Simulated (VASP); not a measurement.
# RbBr (I-4m2) in VASP: further runs

The runs below take RbBr through single point, with PBE, r2SCAN.

All numbers are computed with VASP 6.6.1; they aren't measurements. Logs are shortened: lines on timing, memory, paths and dates and some standing lists are left out, and cuts for length are marked.

## 1. The cell of the first run

The structure is tetragonal, space group I-4m2 (No. 119). The conventional cell has a = 5.472 Å, b = 5.472 Å, c = 7.298 Å, α = 90.00°, β = 90.00°, γ = 90.00°. Within 4.3 Å of Rb (site symmetry -4m2) lie 4 Br at 3.29 Å. Br (site symmetry -4m2) has 4 Rb at 3.29 Å within 4.3 Å.

## 2. Single point, PBE (uniaxial z strain -5.7%)

File INCAR:

```
  PREC = Accurate
  ENCUT = 520
  EDIFF = 1E-7
  ISMEAR = -1
  SIGMA = 0.02
  LREAL = False
  LASPH = True
  NELM = 100
  ALGO = Normal
  ISIF = 2
  LWAVE = False
  LCHARG = False
  GGA = PE
  NBANDS = 15
```

File KPOINTS:

```
Automatic mesh
0
Gamma
  6 6 6
```

File POSCAR:

```
RbBr
1.0
    0.0000000000      3.8694968646      3.6489355433
    3.8694968646      0.0000000000      3.6489355433
    3.8694968646      3.8694968646      0.0000000000
Rb Br
1 1
Direct
    0.0000000000      0.0000000000      0.0000000000
    0.2500000000      0.2500000000      0.2500000000
```

Potentials or basis: VASP PAW PBE potentials, release 64 (Rb_sv, Br).

Run with:

```
$ cat potpaw_PBE.64/Rb_sv/POTCAR potpaw_PBE.64/Br/POTCAR > POTCAR
$ mpirun -np 1 vasp_std > vasp.out
```

OUTCAR:

```text
PREC = Accurate
   ENCUT = 520
   EDIFF = 1E-7
   ISMEAR = -1
   LREAL = False
   LASPH = True
   NELM = 100
   ISIF = 2
   GGA = PE

 ion  position               nearest neighbor table
   1  0.000  0.000  0.000-   2 3.29   2 3.29   2 3.29   2 3.29
   2  0.250  0.250  0.250-   1 3.29   1 3.29   1 3.29   1 3.29

  LATTYP: Found a body centered tetragonal cell.
 ALAT       =     5.4722949455
 C/A-ratio  =     1.3336033893

  Lattice vectors:

 A1 = (   0.0000000000,  -3.8694968646,  -3.6489355433)
 A2 = (   0.0000000000,   3.8694968646,  -3.6489355433)
 A3 = (   3.8694968646,   0.0000000000,   3.6489355433)

Analysis of symmetry for initial positions (statically):
=====================================================================
 Subroutine PRICEL returns:
 Original cell was already a primitive cell.

 Routine SETGRP: Setting up the symmetry group for a
 body centered tetragonal supercell.

 Subroutine GETGRP returns: Found  8 space group operations
 (whereof  8 operations were pure point group operations)
 out of a pool of 16 trial point group operations.

The static configuration has the point symmetry D_2d.

Analysis of symmetry for dynamics (positions and initial velocities):
=====================================================================
 Subroutine PRICEL returns:
 Original cell was already a primitive cell.

 Routine SETGRP: Setting up the symmetry group for a
 body centered tetragonal supercell.

 Subroutine GETGRP returns: Found  8 space group operations
 (whereof  8 operations were pure point group operations)
 out of a pool of 16 trial point group operations.

The dynamic configuration has the point symmetry D_2d.

 Subroutine INISYM returns: Found  8 space group operations
 (whereof  8 operations are pure point group operations),
 and found     1 'primitive' translations

----------------------------------------------------------------------------------------

                                     Primitive cell

  volume of cell :     109.2711

  direct lattice vectors                    reciprocal lattice vectors
     0.000000000  3.869496865  3.648935543    -0.129215766  0.129215766  0.137026263
     3.869496865  0.000000000  3.648935543     0.129215766 -0.129215766  0.137026263
     3.869496865  3.869496865  0.000000000     0.129215766  0.129215766 -0.137026263

  length of vectors
     5.318621681  5.318621681  5.472294945     0.228406709  0.228406709  0.228406709

  position of ions in fractional coordinates (direct lattice)
     0.000000000  0.000000000  0.000000000
     0.250000000  0.250000000  0.250000000

  ion indices of the primitive-cell ions
   primitive index   ion index
                 1           1
                 2           2

----------------------------------------------------------------------------------------

 KPOINTS: Automatic mesh

Automatic generation of k-mesh.
 Grid dimensions read from file:
 generate k-points for:    6    6    6

 Generating k-lattice:

  Cartesian coordinates                     Fractional coordinates (reciprocal lattice)
    -0.021535961  0.021535961  0.022837710     0.166666667  0.000000000  0.000000000
     0.021535961 -0.021535961  0.022837710     0.000000000  0.166666667  0.000000000
     0.021535961  0.021535961 -0.022837710     0.000000000  0.000000000  0.166666667

  Length of vectors
     0.038067785  0.038067785  0.038067785

  Shift w.r.t. Gamma in fractional coordinates (k-lattice)
     0.000000000  0.000000000  0.000000000

 Subroutine IBZKPT returns following result:
 ===========================================

 Found     30 irreducible k-points:

 Following reciprocal coordinates:
            Coordinates               Weight
  0.000000  0.000000  0.000000      1.000000
  0.166667  0.000000  0.000000      8.000000
  0.333333 -0.000000  0.000000      8.000000
  0.500000 -0.000000  0.000000      4.000000
  0.166667  0.166667  0.000000      2.000000
  0.333333  0.166667  0.000000      8.000000
[... 16 lines left out ...]
  0.333333  0.000000  0.333333      4.000000
  0.500000 -0.000000  0.333333     16.000000
 [... further k-points ...]
   k-points           NKPTS =     30   k-points in BZ     NKDIM =     30   number of bands    NBANDS=     15
   number of dos      NEDOS =    301   number of ions     NIONS =      2
   total plane-waves  NPLWV =  67200
   dimension x,y,z NGX =    40 NGY =   40 NGZ =   42
   dimension x,y,z NGXF=    80 NGYF=   80 NGZF=   84
   ions per type =               1   1
   NGX,Y,Z   is equivalent  to a cutoff of  12.50, 12.50, 12.76 a.u.
   NGXF,Y,Z  is equivalent  to a cutoff of  25.01, 25.01, 25.52 a.u.
 SYSTEM =  unknown system
   PREC   = accura    normal or accurate (medium, high low for compatibility)
   ISTART =      0    job   : 0-new  1-cont  2-samecut
   ICHARG =      2    charge: 1-file 2-atom 10-const
   ISPIN  =      1    spin polarized calculation?
   LNONCOLLINEAR =      F non collinear calculations
   LSORBIT =      F    spin-orbit coupling
   LASPH  =      T    aspherical Exc in radial PAW
   ENCUT  =  520.0 eV  38.22 Ry    6.18 a.u.   9.89  9.89 10.17*2*pi/ulx,y,z
   NELM   =    100;   NELMIN=  2; NELMDL= -5     # of ELM steps
   EDIFF  = 0.1E-06   stopping-criterion for ELM
   LREAL  =      F    real-space projection
   EDIFFG = 0.1E-05   stopping-criterion for IOM
   NSW    =      0    number of steps for IOM
   IBRION =     -1    ionic relax: 0-MD 1-quasi-New 2-CG
   NFREE  =      0    steps in history (QN), initial steepest desc. (CG)
   ISIF   =      2    stress and relaxation
   ISYM   =      2    0-nonsym 1-usesym 2-fastsym
   POTIM  = 0.5000    time-step for ionic-motion
   TEBEG  =    0.0;   TEEND  =   0.0 temperature during run
   PSTRESS=    0.0 pullay stress
   NELECT =      16.0000    total number of electrons
   NUPDOWN=      -1.0000    fix difference up-down
   EMIN   =  10.00;   EMAX   =-10.00  energy-range for DOS
   EFERMI =   0.00;   METHOD = LEGACY
   ISMEAR =    -1;   SIGMA  =   0.02  broadening in eV -4-tet -1-fermi 0-gaus
   EFERMI_NEDOS =   21; number of points for ismear=-14 and -15
   IALGO  =     38    algorithm
   IMIX   =      4    mixing-type and parameters
     AMIX     =   0.40;   BMIX     =  1.00
     AMIX_MAG =   1.60;   BMIX_MAG =  1.00
  volume/ion in A,a.u.               =      54.64       368.70
  Fermi-wavevector in a.u.,A,eV,Ry     =   0.862872  1.630592 10.130194  0.744548
  Thomas-Fermi vector in A             =   1.980738
   LORBIT       =      0    0 simple, 1 ext, 2 COOP (PROOUT), +10 PAW based schemes
   GGA     = PE    functional components
   LHFCALC =     F    Hartree Fock is set to
   AEXX    =    0.0000 exact exchange contribution
   IVDW    =     0    specifies the selected vdW correction
   LEPSILON=     F    determine dielectric tensor
   LRPA    =     F    only Hartree local field effects (RPA)
 non-spin polarized calculation
  energy-cutoff  :      520.00
  volume of cell :      109.27
 maximum number of plane-waves:      2972
   NGX = 19   NGY = 19   NGZ = 21

 number of electron      16.0000001 magnetization

 Free energy of the ion-electron system (eV)
  ---------------------------------------------------
  ext. energy  EPLUGINS =         0.00000000
  ---------------------------------------------------
  free energy    TOTEN  =        -5.90874142 eV

  energy without entropy =       -5.90874142  energy(sigma->0) =       -5.90874142

 E-fermi :  -2.4219     XC(G=0):  -5.9229

 val. band max:       -2.9228025644   @ k =   0.5000   0.0000   0.5000
 cond. band min:       1.2134879530   @ k =   0.0000   0.0000   0.0000
 fundamental gap:      4.1362905174
 Fermi energy:        -2.4218673334

 k-point     1 :       0.0000    0.0000    0.0000
  band No.  band energies     occupation
      1     -27.3964      2.00000
      2     -14.8472      2.00000
      3     -11.5178      2.00000
      4     -11.5130      2.00000
      5     -11.5130      2.00000
      6      -3.0567      2.00000
      7      -3.0567      2.00000
      8      -3.0436      2.00000
      9       1.2135      0.00000
     10       5.1064      0.00000
     11       5.4933      0.00000
     12       6.2535      0.00000
     13       6.2535      0.00000
     14       6.5606      0.00000
     15       7.3721      0.00000

 k-point     2 :       0.1667    0.0000    0.0000
  band No.  band energies     occupation
      1     -27.3956      2.00000
      2     -14.8614      2.00000
      3     -11.5203      2.00000
      4     -11.5176      2.00000
      5     -11.4985      2.00000
      6      -3.1289      2.00000
      7      -3.0450      2.00000
      8      -3.0287      2.00000
      9       1.6286      0.00000
     10       4.9034      0.00000
     11       5.1700      0.00000
     12       6.0130      0.00000
     13       6.5478      0.00000
     14       6.7559      0.00000
     15       6.9860      0.00000

 k-point     3 :       0.3333   -0.0000    0.0000
  band No.  band energies     occupation
      1     -27.3941      2.00000
      2     -14.8891      2.00000
      3     -11.5270      2.00000
      4     -11.5269      2.00000
      5     -11.4695      2.00000
      6      -3.2348      2.00000
      7      -3.0228      2.00000
      8      -2.9950      2.00000
      9       2.5656      0.00000
     10       4.7358      0.00000
     11       4.8131      0.00000
     12       5.0473      0.00000
     13       6.4103      0.00000
     14       6.6462      0.00000
     15       6.7393      0.00000
[... 343 lines left out ...]
 k-point    23 :       0.3333    0.0000    0.3333
  band No.  band energies     occupation
      1     -27.3935      2.00000
      2     -14.9053      2.00000
      3     -11.5487      2.00000
      4     -11.5356      2.00000
      5     -11.4222      2.00000
      6      -3.3346      2.00000
      7      -2.9783      2.00000
      8      -2.9425      2.00000
      9       2.8409      0.00000
     10       3.7054      0.00000
     11       5.2243      0.00000
     12       6.2122      0.00000
     13       6.3657      0.00000
     14       6.6448      0.00000
     15       7.4070      0.00000

 k-point    24 :       0.5000   -0.0000    0.3333
  band No.  band energies     occupation
      1     -27.3927      2.00000
      2     -14.9185      2.00000
      3     -11.5607      2.00000
      4     -11.5430      2.00000
      5     -11.3972      2.00000
      6      -3.3347      2.00000
      7      -2.9864      2.00000
      8      -2.9406      2.00000
      9       3.0970      0.00000
     10       3.8201      0.00000
     11       5.1922      0.00000
     12       5.7979      0.00000
     13       6.6094      0.00000
     14       6.7345      0.00000
     15       6.8528      0.00000

 [... further k-points ...]

------------------------ aborting loop because EDIFF is reached ----------------------------------------

  FORCE on cell =-STRESS in cart. coord.  units (eV):
  Direction    XX          YY          ZZ          XY          YZ          ZX
  --------------------------------------------------------------------------------------
  -------------------------------------------------------------------------------------
  Total        0.5334946      0.5334946      0.4918812      0.0000000      0.0000000     -0.0000000
  in kB        7.8223173      7.8223173      7.2121647      0.0000000      0.0000000     -0.0000000
  external PRESSURE =       7.6189331 kB  Pullay stress =       0.0000000 kB

 VOLUME and BASIS-vectors are now :
 -----------------------------------------------------------------------------
  energy-cutoff  :      520.00
  volume of cell :      109.27
      direct lattice vectors                 reciprocal lattice vectors
     0.000000000  3.869496865  3.648935543    -0.129215766  0.129215766  0.137026263
     3.869496865  0.000000000  3.648935543     0.129215766 -0.129215766  0.137026263
     3.869496865  3.869496865  0.000000000     0.129215766  0.129215766 -0.137026263

 POSITION                                       TOTAL-FORCE (eV/Angst)
 -----------------------------------------------------------------------------------
      0.00000      0.00000      0.00000        -0.000000     -0.000000     -0.000000
      1.93475      1.93475      1.82447         0.000000      0.000000      0.000000
 -----------------------------------------------------------------------------------
    total drift:                                0.000000      0.000000     -0.000000

  FREE ENERGIE OF THE ION-ELECTRON SYSTEM (eV)
  ---------------------------------------------------
  free  energy   TOTEN  =        -5.9087414153 eV

  energy  without entropy=       -5.9087414153  energy(sigma->0) =       -5.90874142
```

Run time: 55 s. Hardware: 1 thread of Intel Xeon Platinum 8488C (Sapphire Rapids), shared host; peak memory 0.26 GiB.

What came out:

| Quantity | Value |
| --- | --- |
| Free energy | -5.9087 eV |
| Pressure | 0.8 GPa |
| Band gap on the k mesh | 4.14 eV, indirect (least direct gap 4.26 eV) |

Caveat: the cell differs from its parent crystal (uniaxial z strain -5.7%). A k mesh can miss the band edges.

## 3. Single point, r2SCAN (uniaxial z strain -5.7%)

POSCAR is that of step 2.

File INCAR.step1:

```
SYSTEM = RbBr
PREC = Accurate ; ENCUT = 520
ISMEAR = 0 ; SIGMA = 0.01
LREAL = .FALSE. ; LASPH = .TRUE.
NELM = 100 ; NBANDS = 15
GGA = PE ; ALGO = Normal
EDIFF = 1E-4 ; LWAVE = .TRUE.
LCHARG = .FALSE.
```

File INCAR.step2:

```
SYSTEM = RbBr
PREC = Accurate ; ENCUT = 520
EDIFF = 1E-6 ; ISMEAR = 0
SIGMA = 0.01 ; LREAL = .FALSE.
LASPH = .TRUE. ; NELM = 100
ALGO = Normal ; ISIF = 2
LWAVE = .FALSE. ; LCHARG = .FALSE.
METAGGA = R2SCAN ; LMIXTAU = .TRUE.
NBANDS = 15 ; ISTART = 1
```

File KPOINTS:

```
regular mesh
0
G
  6 6 6
  0 0 0
```

Potentials or basis: VASP PAW PBE potentials, release 64 (Rb_sv, Br).

Run with:

```
$ cat potpaw_PBE.64/Rb_sv/POTCAR potpaw_PBE.64/Br/POTCAR > POTCAR
$ cp INCAR.step1 INCAR
$ mpirun -np 1 vasp_std > vasp.out
$ cp INCAR.step2 INCAR
$ mpirun -np 1 vasp_std > vasp.out
```

OUTCAR:

```text
SYSTEM = RbBr
   PREC = Accurate
   ENCUT = 520
   EDIFF = 1E-6
   ISMEAR = 0
   LREAL = .FALSE.
   LASPH = .TRUE.
   NELM = 100
   ISIF = 2
   METAGGA = R2SCAN
   ISTART = 1

 ion  position               nearest neighbor table
   1  0.000  0.000  0.000-   2 3.29   2 3.29   2 3.29   2 3.29
   2  0.250  0.250  0.250-   1 3.29   1 3.29   1 3.29   1 3.29

  LATTYP: Found a body centered tetragonal cell.
 ALAT       =     5.4722949455
 C/A-ratio  =     1.3336033893

  Lattice vectors:

[... 620 lines left out ...]

  FORCE on cell =-STRESS in cart. coord.  units (eV):
  Direction    XX          YY          ZZ          XY          YZ          ZX
  --------------------------------------------------------------------------------------
  -------------------------------------------------------------------------------------
  Total        0.4121881      0.4121881      0.3617730      0.0000000      0.0000000      0.0000000
  in kB        6.0436708      6.0436708      5.3044639      0.0000000      0.0000000      0.0000000
  external PRESSURE =       5.7972685 kB  Pullay stress =       0.0000000 kB

 VOLUME and BASIS-vectors are now :
 -----------------------------------------------------------------------------
  energy-cutoff  :      520.00
  volume of cell :      109.27
      direct lattice vectors                 reciprocal lattice vectors
     0.000000000  3.869496865  3.648935543    -0.129215766  0.129215766  0.137026263
     3.869496865  0.000000000  3.648935543     0.129215766 -0.129215766  0.137026263
     3.869496865  3.869496865  0.000000000     0.129215766  0.129215766 -0.137026263

 POSITION                                       TOTAL-FORCE (eV/Angst)
 -----------------------------------------------------------------------------------
      0.00000      0.00000      0.00000        -0.000000     -0.000000     -0.000000
      1.93475      1.93475      1.82447         0.000000      0.000000      0.000000
 -----------------------------------------------------------------------------------
    total drift:                                0.000000      0.000000      0.000000

  FREE ENERGIE OF THE ION-ELECTRON SYSTEM (eV)
  ---------------------------------------------------
  free  energy   TOTEN  =       -30.8676179817 eV

  energy  without entropy=      -30.8676179817  energy(sigma->0) =      -30.86761798
```

OSZICAR.step1:

```text
N       E                     dE             d eps       ncg     rms          rms(c)
DAV:   1     0.918068778680E+02    0.91807E+02   -0.61612E+03   900   0.876E+02
DAV:   2     0.204963574551E+01   -0.89757E+02   -0.81753E+02  1228   0.157E+02
DAV:   3    -0.601347097844E+01   -0.80631E+01   -0.80271E+01  1222   0.500E+01
DAV:   4    -0.628255586719E+01   -0.26908E+00   -0.26903E+00  1384   0.849E+00
DAV:   5    -0.628478440457E+01   -0.22285E-02   -0.22285E-02  1236   0.824E-01    0.309E+00
DAV:   6    -0.592925831712E+01    0.35553E+00   -0.44546E-01  1145   0.273E+00    0.205E+00
DAV:   7    -0.588269161943E+01    0.46567E-01   -0.23052E-01  1201   0.201E+00    0.101E+00
DAV:   8    -0.590422703820E+01   -0.21535E-01   -0.23565E-02  1131   0.821E-01    0.144E-01
DAV:   9    -0.590713765217E+01   -0.29106E-02   -0.29285E-03  1054   0.257E-01    0.116E-01
DAV:  10    -0.590869979885E+01   -0.15621E-02   -0.10573E-03   914   0.200E-01    0.204E-02
DAV:  11    -0.590872886753E+01   -0.29069E-04   -0.90021E-05   953   0.537E-02
   1 F= -.59087289E+01 E0= -.59087289E+01  d E =-.226454E-15
```

It took 3.4 min on 1 thread of Intel Xeon Platinum 8488C (Sapphire Rapids), shared host; peak memory 0.29 GiB.

What came out:

```
Free energy            : -30.8676 eV
Pressure               : 0.6 GPa
Band gap on the k mesh : 4.69 eV, indirect (least direct gap 4.81 eV)
```

Caveat: the cell differs from its parent crystal (uniaxial z strain -5.7%); the PAW data sets were made with another functional, which shifts forces and pressure a little. A k mesh can miss the band edges.
